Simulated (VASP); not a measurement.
# BeAl15HN16 (a cell with a defect) in VASP: electric field gradients with HSE06

Aim: the electric field gradients of BeAl15HN16 (a cell with a defect) with HSE06.

Everything below comes from runs of VASP 6.6.1. Logs are shortened: lines on timing, memory, paths and dates and some standing lists are left out, and cuts for length are marked.

**1. The cell of the first run**

The cell holds a defect, 33 atoms: a = 6.260 Å, b = 6.260 Å, c = 10.035 Å, α = 90.00°, β = 90.00°, γ = 120.00°.

**2. Electric field gradients, HSE06, collinear spin**

POSCAR

```
BeAl15HN16
1.0
    6.2595139128      0.0000000578      0.0000000000
   -3.1297570064      5.4208980350      0.0000000000
    0.0000000000      0.0000000000     10.0348065929
Al Be N H
15 1 16 1
Direct
    0.3316630610      0.1676220635      0.2410754734
    0.3296475346      0.1692800380      0.7462554616
    0.1645940064      0.3351450054      0.9979850399
    0.3298702165      0.6596852357      0.2530271585
    0.1533877359      0.8170279863      0.5052028588
    0.3322854516      0.6654149076      0.7479767968
    0.1660155755      0.8329643148      0.9978893364
    0.8381758596      0.1683908925      0.2526689963
    0.6804205598      0.3448514354      0.5046119993
    0.8344642008      0.1676574988      0.7478648517
    0.6660583233      0.3333086818      0.9980897623
    0.8332954349      0.6654654308      0.2484711764
    0.6650321002      0.8315175323      0.5008775500
    0.8316461700      0.6686607389      0.7525509268
    0.6641592787      0.8351172182      1.0010742596
    0.1373115117      0.3572837957      0.5137446731
    0.3574208212      0.1414081469      0.4306116936
    0.1674945818      0.3317620482      0.1885630478
    0.3305636119      0.1696024666      0.9393487717
    0.1665846837      0.3344456477      0.6833171049
    0.3218703231      0.6508454911      0.4455689223
    0.1683423642      0.8295171902      0.1893526023
    0.3318185055      0.6689229954      0.9390100540
    0.1652147269      0.8323587773      0.6925359033
    0.8481251014      0.1771046601      0.4456468292
    0.6702733073      0.3314885454      0.1890121080
    0.8316057602      0.1688085866      0.9390331288
    0.6679549997      0.3353154107      0.6924977889
    0.8307727813      0.6681547152      0.4392624904
    0.6666430127      0.8325806954      0.1932282294
    0.8302715898      0.6697217560      0.9424498218
    0.6680067567      0.8335909813      0.6911336623
    0.4490115682      0.0469452142      0.4004043068
```

INCAR.step1

```
PREC = Accurate
ENCUT = 520
ISMEAR = -1
SIGMA = 0.01
LREAL = Auto
LASPH = True
NELM = 200
ALGO = Normal
ISIF = 2
LWAVE = True
LCHARG = False
ISPIN = 2
MAGMOM = 0 0 0 0 0 0 0 0 0 0 0 0 0 0 0 0 0.01 0.05 0.07 0.08 0.08 0.07 0.04 0.03 0.1 0.06 0.05 0.05 0.03 0.04 0.06 0.07 0
LORBIT = 11
NUPDOWN = 1.0
GGA = PE
EDIFF = 1E-5
NELECT = 127.0
NBANDS = 90
GGA_COMPAT = False
ISYM = -1
```

INCAR.step2

```
PREC = Accurate
ENCUT = 520
EDIFF = 1E-8
ISMEAR = -1
SIGMA = 0.01
LREAL = Auto
LASPH = True
NELM = 200
ALGO = Normal
ISIF = 2
LWAVE = False
LCHARG = False
ISPIN = 2
MAGMOM = 0 0 0 0 0 0 0 0 0 0 0 0 0 0 0 0 0.01 0.05 0.07 0.08 0.08 0.07 0.04 0.03 0.1 0.06 0.05 0.05 0.03 0.04 0.06 0.07 0
LORBIT = 11
NUPDOWN = 1.0
GGA = PE
LHFCALC = True
HFSCREEN = 0.2079
PRECFOCK = Fast
LEFG = True
ISTART = 1
NELECT = 127.0
NBANDS = 90
GGA_COMPAT = False
ISYM = -1
```

KPOINTS

```
explicit points
1
Reciprocal
  0.25000000   0.25000000   0.25000000 1
```

Potentials or basis: VASP PAW PBE potentials, release 64 (Al, Be, N, H).

Command:

```
> cat potpaw_PBE.64/Al/POTCAR potpaw_PBE.64/Be/POTCAR potpaw_PBE.64/N/POTCAR potpaw_PBE.64/H/POTCAR > POTCAR
> cp INCAR.step1 INCAR
> mpirun -np 1 vasp_std > vasp.out
> cp INCAR.step2 INCAR
> mpirun -np 1 vasp_std > vasp.out
```

OUTCAR:

```text
PREC = Accurate
   ENCUT = 520
   EDIFF = 1E-8
   ISMEAR = -1
   LREAL = Auto
   LASPH = True
   NELM = 200
   ISIF = 2
   ISPIN = 2
   LORBIT = 11
   NUPDOWN = 1.0
   GGA = PE
   LHFCALC = True
   HFSCREEN = 0.2079
   PRECFOCK = Fast
   ISTART = 1
   NELECT = 127.0
   ISYM = -1

 ion  position               nearest neighbor table
   1  0.332  0.168  0.241-  18 1.86  22 1.91  26 1.91  17 1.92  33 2.05  11 3.04   3 3.04   7 3.04
                             4 3.09   8 3.09  12 3.13  12 3.13   8 3.17   4 3.18   9 3.25   5 3.26
   2  0.330  0.169  0.746-  20 1.89  24 1.90  28 1.91  19 1.94   9 3.08   5 3.08  10 3.09   6 3.10
                             3 3.10   7 3.11  11 3.12  14 3.13  14 3.13   6 3.16  10 3.17
   3  0.165  0.335  0.998-  19 1.89  27 1.90  23 1.90  18 1.91   1 3.04   6 3.08  10 3.08   2 3.10
                             4 3.11   8 3.11   7 3.11  11 3.11  15 3.13  15 3.13  11 3.14   7 3.15
   4  0.330  0.660  0.253-  18 1.89  22 1.91  30 1.92  21 1.93   8 3.08  13 3.08   1 3.09   3 3.11
                            15 3.11   5 3.11  12 3.13  12 3.13   7 3.15   1 3.18   8 3.18
   5  0.153  0.817  0.505-  29 1.87  24 1.88  21 1.91  17 1.93  33 1.98  16 2.83   9 2.96   6 3.03
                            14 3.03   2 3.08  13 3.10  12 3.11   4 3.11  13 3.16   1 3.26   9 3.30
   6  0.332  0.665  0.748-  24 1.89  32 1.91  20 1.91  23 1.92   5 3.03  13 3.07   3 3.08   7 3.09
                             2 3.10  15 3.11  10 3.12  14 3.12  10 3.14  14 3.14   2 3.16
   7  0.166  0.833  0.998-  23 1.88  31 1.90  19 1.92  22 1.92   1 3.04  14 3.06   6 3.09  12 3.09
                            15 3.11   3 3.11   2 3.11  11 3.13  11 3.13   4 3.15   3 3.15  15 3.15
   8  0.838  0.168  0.253-  18 1.90  26 1.90  30 1.92  25 1.94   4 3.08  13 3.09   1 3.09  15 3.10
                             3 3.11   9 3.11  12 3.13  12 3.13  11 3.14   1 3.17   4 3.18
   9  0.680  0.345  0.505-  29 1.87  28 1.89  25 1.91  17 1.92  33 1.99  16 2.82   5 2.96  10 3.03
                            14 3.05   2 3.08  13 3.10  12 3.10   8 3.11  13 3.17   1 3.25   5 3.30
  10  0.834  0.168  0.748-  28 1.89  32 1.90  20 1.91  27 1.92  16 2.88   9 3.03  13 3.08   3 3.08
                             2 3.09  11 3.10  14 3.12  15 3.12   6 3.12   6 3.14  14 3.15   2 3.17
  11  0.666  0.333  0.998-  27 1.88  31 1.91  19 1.91  26 1.92   1 3.04  14 3.06  12 3.09  10 3.10
                            15 3.11   3 3.11   2 3.12   7 3.13   7 3.13   8 3.14   3 3.14  15 3.15
  12  0.833  0.665  0.248-  30 1.89  26 1.91  22 1.91  29 1.91  15 3.09  11 3.09   7 3.09   9 3.10
                             5 3.11  13 3.11   4 3.13   8 3.13   1 3.13   1 3.13   8 3.13   4 3.13
  13  0.665  0.832  0.501-  29 1.89  32 1.91  21 1.94  25 1.95   6 3.07  10 3.08   4 3.08   8 3.09
                            14 3.09   9 3.10   5 3.10  12 3.11   5 3.16   9 3.17
  14  0.832  0.669  0.753-  32 1.88  28 1.90  31 1.91  24 1.91   5 3.03   9 3.05   7 3.06  11 3.06
                            15 3.08  13 3.09  10 3.12   6 3.12   2 3.13   2 3.13   6 3.14  10 3.15
  15  0.664  0.835  0.001-  31 1.89  23 1.91  27 1.91  30 1.93  14 3.08  12 3.09   8 3.10   4 3.11
                             7 3.11   6 3.11  11 3.11  10 3.12   3 3.13   3 3.13  11 3.15   7 3.15
  16  0.137  0.357  0.514-  25 1.72  20 1.73  21 1.75   9 2.82   5 2.83  10 2.88
  17  0.357  0.141  0.431-  33 1.05   9 1.92   1 1.92   5 1.93
  18  0.167  0.332  0.189-   1 1.86   4 1.89   8 1.90   3 1.91
  19  0.331  0.170  0.939-   3 1.89  11 1.91   7 1.92   2 1.94
  20  0.167  0.334  0.683-  16 1.73   2 1.89   6 1.91  10 1.91
  21  0.322  0.651  0.446-  16 1.75   5 1.91   4 1.93  13 1.94
  22  0.168  0.830  0.189-   1 1.91   4 1.91  12 1.91   7 1.92
[... 9 lines left out ...]
  32  0.668  0.834  0.691-  14 1.88  10 1.90   6 1.91  13 1.91
  33  0.449  0.047  0.400-  17 1.05   5 1.98   9 1.99   1 2.05

IMPORTANT INFORMATION: All symmetrisations will be switched off!
NOSYMM: (Re-)initialisation of all symmetry stuff for point group C_1.

----------------------------------------------------------------------------------------

                                     Primitive cell

  volume of cell :     340.5029

  direct lattice vectors                    reciprocal lattice vectors
     6.259513913  0.000000058  0.000000000     0.159756813  0.092235641  0.000000000
    -3.129757006  5.420898035  0.000000000    -0.000000002  0.184471279  0.000000000
     0.000000000  0.000000000 10.034806593     0.000000000  0.000000000  0.099653141

  length of vectors
     6.259513913  6.259513913 10.034806593     0.184471279  0.184471279  0.099653141

  position of ions in fractional coordinates (direct lattice)
     0.331663061  0.167622063  0.241075473
     0.329647535  0.169280038  0.746255462
     0.164594006  0.335145005  0.997985040
     0.329870216  0.659685236  0.253027158
     0.153387736  0.817027986  0.505202859
     0.332285452  0.665414908  0.747976797
[... 25 lines left out ...]
     0.668006757  0.833590981  0.691133662
     0.449011568  0.046945214  0.400404307

  ion indices of the primitive-cell ions
   primitive index   ion index
[... 203 lines left out ...]
     74      13.0426      0.00000
     75      13.3076      0.00000
 Fermi energy:         4.5470416810

 spin component 2

 k-point     1 :       0.2500    0.2500    0.2500
  band No.  band energies     occupation
      1     -12.1397      1.00000
      2     -11.0050      1.00000
      3     -10.6370      1.00000
      4     -10.3688      1.00000
      5     -10.3132      1.00000
      6     -10.0423      1.00000
[... 67 lines left out ...]
     74      13.0690      0.00000
     75      13.3334      0.00000
 [bands above 75 left out]

------------------------ aborting loop because EDIFF is reached ----------------------------------------

  FORCE on cell =-STRESS in cart. coord.  units (eV):
  Direction    XX          YY          ZZ          XY          YZ          ZX
  --------------------------------------------------------------------------------------
  -------------------------------------------------------------------------------------
  Total      -18.9631606    -28.9026730    -18.8026531     -8.4761393      3.2702486      0.5484521
  in kB      -89.2278544   -135.9965013    -88.4726144    -39.8829994     15.3875860      2.5806459
  external PRESSURE =    -104.5656567 kB  Pullay stress =       0.0000000 kB

 VOLUME and BASIS-vectors are now :
 -----------------------------------------------------------------------------
  energy-cutoff  :      520.00
  volume of cell :      340.50
      direct lattice vectors                 reciprocal lattice vectors
     6.259513913  0.000000058  0.000000000     0.159756813  0.092235641  0.000000000
    -3.129757006  5.420898035  0.000000000    -0.000000002  0.184471279  0.000000000
     0.000000000  0.000000000 10.034806593     0.000000000  0.000000000  0.099653141

 POSITION                                       TOTAL-FORCE (eV/Angst)
 -----------------------------------------------------------------------------------
      1.55143      0.90866      2.41915         0.022823     -0.012322      0.032297
      1.53363      0.91765      7.48853         0.020695     -0.034628     -0.014856
     -0.01864      1.81679     10.01459        -0.019579      0.018448      0.000089
      0.00017      3.57609      2.53908         0.004209     -0.013107     -0.062735
     -1.59697      4.42903      5.06961         0.003346      0.047140      0.017499
     -0.00264      3.60715      7.50580        -0.031267      0.035034      0.056159
[... 25 lines left out ...]
      1.57246      4.51881      6.93539        -0.002197      0.017435     -0.041563
      2.66367      0.25449      4.01798        -0.254532      0.144330      0.073631
 -----------------------------------------------------------------------------------
    total drift:                                0.000915      0.001420      0.034232

  FREE ENERGIE OF THE ION-ELECTRON SYSTEM (eV)
  ---------------------------------------------------
  free  energy   TOTEN  =      -289.5700692615 eV

  energy  without entropy=     -289.5700692615  energy(sigma->0) =     -289.57006926

 Electric field gradients (V/A^2)
---------------------------------------------------------------------
 ion       V_xx      V_yy      V_zz      V_xy      V_xz      V_yz
---------------------------------------------------------------------
   1     -13.679    -0.500    14.179    11.814    -5.117     2.545
   2      -7.913    -0.327     8.240     8.223    -0.675    -1.306
   3      -5.653     1.483     4.170     6.016    -4.306     1.203
   4      -1.571    -0.558     2.129     6.246     2.882    -3.542
   5      -5.789    14.162    -8.373    -0.865    -6.456    -3.892
   6      -5.029     1.483     3.545     6.263     2.512    -4.650
[... 25 lines left out ...]
  32      -8.020     4.965     3.055     8.608    -0.436    -7.242
  33      14.251    -4.069   -10.183   -16.599   -10.783     6.262
---------------------------------------------------------------------

 Electric field gradients after diagonalization (V/A^2)
 (convention: |V_zz| > |V_xx| > |V_yy|)
----------------------------------------------------------------------
 ion       V_xx      V_yy      V_zz     asymmetry (V_yy - V_xx)/ V_zz
----------------------------------------------------------------------
   1      15.107     6.420   -21.527       0.404
   2       8.796     4.381   -13.177       0.335
   3       6.265     4.114   -10.379       0.207
   4       5.448     3.700    -9.147       0.191
   5     -14.117    -0.701    14.817       0.905
   6       7.726     2.650   -10.376       0.489
[... 25 lines left out ...]
  32     -12.888    -0.719    13.607       0.894
  33     -14.261   -13.849    28.110       0.015
----------------------------------------------------------------------

           NMR quadrupolar parameters

 Cq : quadrupolar parameter    Cq=e*Q*V_zz/h
 eta: asymmetry parameters     (V_yy - V_xx)/ V_zz
 Q  : nuclear electric quadrupole moment in mb (millibarn)
----------------------------------------------------------------------
 ion       Cq(MHz)       eta       Q (mb)
----------------------------------------------------------------------
   1      -0.052       0.404       1.000
   2      -0.032       0.335       1.000
   3      -0.025       0.207       1.000
   4      -0.022       0.191       1.000
   5       0.036       0.905       1.000
   6      -0.025       0.489       1.000
[... 25 lines left out ...]
  32       0.033       0.894       1.000
  33       0.068       0.015       1.000
----------------------------------------------------------------------

 total charge

# of ion       s       p       d       tot
------------------------------------------
    1        0.427   0.444   0.000   0.872
    2        0.422   0.432   0.000   0.854
    3        0.425   0.442   0.000   0.867
    4        0.423   0.432   0.000   0.855
    5        0.429   0.447   0.000   0.876
    6        0.424   0.437   0.000   0.861
[... 25 lines left out ...]
   32        1.234   2.603   0.000   3.837
   33        0.616   0.094   0.000   0.710
--------------------------------------------------
tot         27.155  48.851   0.000  76.006

 magnetization (x)

# of ion       s       p       d       tot
------------------------------------------
    1       -0.001  -0.001   0.000  -0.002
    2       -0.002   0.001   0.000  -0.002
    3       -0.002   0.000   0.000  -0.002
    4       -0.002   0.001   0.000  -0.002
    5       -0.001   0.000   0.000  -0.001
    6       -0.001   0.000   0.000  -0.001
[... 25 lines left out ...]
   32        0.001   0.056   0.000   0.057
   33        0.000   0.000   0.000   0.000
--------------------------------------------------
tot         -0.012   0.783   0.000   0.771
```

It took 7.4 min on 1 thread of AMD EPYC 9R45 (Zen 5), shared host; peak memory 0.75 GiB.

Results:

| Item | Value |
| --- | --- |
| Free energy | -289.5701 eV |
| Largest force | 0.400 eV/Å |
| Net moment | 1.00 μB per cell |
| Site moments | Al -0.00; Be +0.00; N +0.02, +0.04, +0.06, +0.07, +0.03, +0.10, +0.05 (each value once); H +0.00 μB |
| Largest electric field gradient by atom | Al -21.5, -13.2, -10.4, -9.1, +14.8, -9.4, +12.3, -12.3, -12.2, +11.3, -9.8, -10.7 (each value once); Be +14.8; N +49.7, +13.0, -14.9, +14.5, -17.5, +14.7, +13.5, +14.0, -22.5, -12.4, +15.7, +13.8, -8.6, +13.4, -13.3, +13.6; H +28.1 V/Å² |
| Valence electrons inside the program's atomic spheres | Al 0.87, 0.85, 0.88, 0.86 (each value once); Be 1.08; N 3.87, 3.85, 3.82, 3.81, 3.79, 3.84, 3.83, 3.86 (each value once); H 0.71 |

Forces in eV/Å, atoms in the order of the input:
```
Al   0.023 -0.012  0.032
Al   0.021 -0.035 -0.015
Al  -0.020  0.018  0.000
Al   0.004 -0.013 -0.063
Al   0.003  0.047  0.017
Al  -0.031  0.035  0.056
Al   0.017 -0.043 -0.019
Al   0.001 -0.010 -0.114
Al  -0.063 -0.008 -0.009
Al  -0.036 -0.009  0.044
Al   0.030  0.008 -0.003
Al  -0.022  0.007  0.013
Al   0.064 -0.081  0.033
Al   0.023  0.008  0.017
Al  -0.001 -0.014  0.004
Be   0.002  0.002 -0.049
N    0.332 -0.192 -0.112
N    0.012 -0.012  0.034
N   -0.007  0.016  0.021
N   -0.019  0.016  0.144
N   -0.028  0.151 -0.013
N   -0.001  0.020  0.022
N   -0.002 -0.009 -0.025
N    0.000 -0.023 -0.076
N   -0.120 -0.024  0.036
N   -0.003 -0.005  0.027
N    0.007  0.015 -0.019
N    0.025 -0.003 -0.055
N    0.037 -0.018  0.025
N    0.009  0.006  0.022
N   -0.002  0.001 -0.008
N   -0.002  0.017 -0.042
H   -0.255  0.144  0.074
```

Electric field gradients, principal values (V/Å²):
| atom | least | middle | greatest (by size) |
| --- | --- | --- | --- |
| 1 Al | 6.420 | 15.107 | -21.527 |
| 2 Al | 4.381 | 8.796 | -13.177 |
| 3 Al | 4.114 | 6.265 | -10.379 |
| 4 Al | 3.700 | 5.448 | -9.147 |
| 5 Al | -0.701 | -14.117 | 14.817 |
| 6 Al | 2.650 | 7.726 | -10.376 |
| 7 Al | 5.606 | 7.640 | -13.247 |
| 8 Al | 2.290 | 7.111 | -9.401 |
| 9 Al | -0.543 | -11.745 | 12.288 |
| 10 Al | 4.842 | 5.555 | -10.397 |
| 11 Al | 3.974 | 8.305 | -12.279 |
| 12 Al | 5.026 | 7.187 | -12.213 |
| 13 Al | -0.227 | -11.039 | 11.266 |
| 14 Al | 1.933 | 7.908 | -9.841 |
| 15 Al | 4.006 | 6.657 | -10.663 |
| 16 Be | -6.140 | -8.654 | 14.793 |
| 17 N | -17.202 | -32.487 | 49.689 |
| 18 N | -0.907 | -12.083 | 12.990 |
| 19 N | 1.007 | 13.850 | -14.857 |
| 20 N | -1.968 | -12.524 | 14.492 |
| 21 N | 1.773 | 15.693 | -17.466 |
| 22 N | -0.879 | -13.850 | 14.729 |
| 23 N | -2.139 | -11.336 | 13.476 |
| 24 N | -4.042 | -9.925 | 13.968 |
| 25 N | 2.951 | 19.507 | -22.458 |
| 26 N | 2.215 | 10.136 | -12.351 |
| 27 N | -2.714 | -13.029 | 15.744 |
| 28 N | -1.674 | -12.149 | 13.823 |
| 29 N | 0.745 | 7.826 | -8.571 |
| 30 N | -0.236 | -13.184 | 13.420 |
| 31 N | 2.166 | 11.114 | -13.280 |
| 32 N | -0.719 | -12.888 | 13.607 |
| 33 H | -13.849 | -14.261 | 28.110 |

Caveat: the cell carries a net charge on a neutralising background, which shifts energy and pressure; the cell is charged against a uniform background, so pressure and absolute levels hang on convention; without QUAD_EFG the Cq values of the log hold for a quadrupole moment of 1 mb, not for the nuclei; the PAW data sets were made with another functional, which shifts forces and pressure a little; the total moment is fixed, so each spin has its own Fermi level and the state may be an excited one.
